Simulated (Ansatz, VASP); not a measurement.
Cs: VASP beside Ansatz

```xyz
1
Lattice="0.0000 3.8452 3.8452 3.8452 0.0000 3.8452 3.8452 3.8452 0.0000" Properties=species:S:1:pos:R:3 pbc="T T T"
Cs    0.0000    0.0000    0.0000
```

Alike in both runs: task single point; functional r2SCAN; k mesh 8 × 8 × 8; occupations fermi-dirac, width 0.1 eV; no spin polarisation.

```csv
,VASP,Ansatz
version,VASP 6.6.1,Ansatz 0.2.0
potentials or method,"VASP PAW PBE potentials, release 64 (Cs_sv), cutoff 550 eV","plane waves (500 eV) with PAW, scalar-relativistic"
valence electrons in the cell,9,9
```

```tsv
	VASP	Ansatz	Ansatz less VASP
pressure (GPa)	0.2	0.2	0.00
```

VASP's potentials were made for PBE, not for r2SCAN. With one functional, cell and mesh, what is left measures potentials, basis and numerics.

Neither program's run includes spin-orbit coupling.
